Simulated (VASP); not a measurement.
Ga4Sb3P, 8 atoms in the cell. Symmetry: P3m1, No. 156, trigonal system. The conventional cell has a = 4.264 Å, b = 4.264 Å, c = 14.032 Å, α = 90.00°, β = 90.00°, γ = 120.00°. Within 3.2 Å of P (site symmetry 3m) lie 4 Ga at 2.40 to 2.55 Å. Sb (site symmetry 3m) has 4 Ga at 2.64 to 2.69 Å within 3.5 Å. Within 3.5 Å of Sb (site symmetry 3m) lie 4 Ga at 2.65 to 2.68 Å. Within 3.5 Å of Sb (site symmetry 3m) lie 4 Ga at 2.64 to 2.71 Å. Ga (site symmetry 3m) has 1 P at 2.40 Å and 3 Sb at 2.65 Å within 3.2 Å. Within 3.5 Å of Ga (site symmetry 3m) lie 4 Sb at 2.64 to 2.69 Å. Ga (site symmetry 3m) has 4 Sb at 2.64 to 2.68 Å within 3.5 Å. Ga (site symmetry 3m) has 3 P at 2.55 Å and 1 Sb at 2.71 Å within 3.4 Å. 

| Quantity | Value |
| --- | --- |
| Program | VASP 6.6.1 |
| Task | single point |
| Functional | PBE |
| Potentials or basis | VASP PAW PBE potentials, release 64 (P, Sb, Ga_d) |
| Cutoff | 520 eV |
| k mesh | 6 × 6 × 2 |
| Occupations | fermi-dirac, width 0.02 eV |
| Spin | no spin polarisation |
| Dipole correction | no |
| Further INCAR settings | ALGO = Normal; EDIFF = 1e-06; NBANDS = 46 |

Potentials or basis: VASP PAW PBE potentials, release 64 (P, Sb, Ga_d).

Run with:

```console
$ cat potpaw_PBE.64/P/POTCAR potpaw_PBE.64/Sb/POTCAR potpaw_PBE.64/Ga_d/POTCAR > POTCAR
$ mpirun -np 1 vasp_std > vasp.out
```

Hardware: 1 thread of Intel Xeon 8259CL, on a shared host.

Problem. Estimate the wall time of this run.

Solution. It took 5.2 min on 1 thread of Intel Xeon 8259CL, with other jobs on the host, peak memory 0.39 GiB. Counts: scf iterations 16, k points 14.
